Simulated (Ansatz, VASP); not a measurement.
**One calculation of Al6Pt, two programs**

```
Al Pt
1.0
     7.82361    0.00000    0.00000
    -3.91181    6.77545    0.00000
     0.00000    0.00000    2.75471
Al Pt
6 1
Direct
  0.33162 0.00000 0.00000
  0.00000 0.33162 0.00000
  0.66838 0.66838 0.00000
  0.66838 0.00000 0.00000
  0.00000 0.66838 0.00000
  0.33162 0.33162 0.00000
  0.00000 0.00000 0.50000
```

Alike in both runs: functional PBE; k mesh 3 × 3 × 4; occupations gaussian, width 0.1 eV; no spin polarisation.

Ansatz relaxed the structure, and its values are those at the end. VASP's run is a single point on that final structure, the one shown.

|  | VASP | Ansatz |
| --- | --- | --- |
| version | VASP 6.6.1 | Ansatz 0.2.0 |
| potentials or method | VASP PAW PBE potentials, release 64 (Al, Pt), cutoff 500 eV | scalar-relativistic, plane waves, PAW |
| valence electrons in the cell | 28 | 36 |

Ansatz gave:

* gap on the k mesh at the Fermi level (eV): none
* pressure (GPa): -0.1
* rms of the force components (eV/Å): 0.010

Question: Estimate VASP's values.

Answer: gap on the k mesh at the Fermi level (eV): none; pressure (GPa): -0.2; rms of the force components (eV/Å): 0.012.

A gap of «none» marks a metal or a gap that the smearing closes. With one functional, cell and mesh, what is left measures potentials, basis and numerics. VASP's potentials hold 28 valence electrons a cell and Ansatz's 36, so a difference there can come from the potentials and not from the codes.

The k mesh is coarse, so the values compare programs but aren't converged. Neither program's run includes spin-orbit coupling.
